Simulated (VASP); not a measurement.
Re, 4 atoms in the cell. Symmetry: Cmcm, No. 63, orthorhombic system. The conventional cell has a = 2.822 Å, b = 4.792 Å, c = 8.939 Å, α = 90.00°, β = 90.00°, γ = 90.00°. Within 3.6 Å of Re (site symmetry m2m) lie 12 Re at 2.75 to 2.82 Å. Within 3.6 Å of Re (site symmetry 2/m) lie 12 Re at 2.75 to 2.82 Å. 

```yaml
Program: VASP 6.6.1
Task: single point
Functional: PBE
Potentials_or_basis: VASP PAW PBE potentials, release 64 (Re)
Cutoff: 520 eV
k_mesh: 8 × 8 × 3
Occupations: fermi-dirac, width 0.05 eV
Spin: no spin polarisation
Dipole_correction: no
Further_INCAR_settings: ALGO = Normal; EDIFF = 1e-06; NBANDS = 22
```

Potentials or basis: VASP PAW PBE potentials, release 64 (Re).

The run is started by

```console
$ cat potpaw_PBE.64/Re/POTCAR > POTCAR
$ mpirun -np 1 vasp_std > vasp.out
```

Hardware: 1 thread of AMD EPYC 7R13 (shared host).

**Question.** How long does it take, and how much memory?

**Answer.** Run time: 3.1 min on 1 thread of AMD EPYC 7R13, with other jobs on the host, peak memory 0.18 GiB. Counts: scf iterations 14, k points 42.
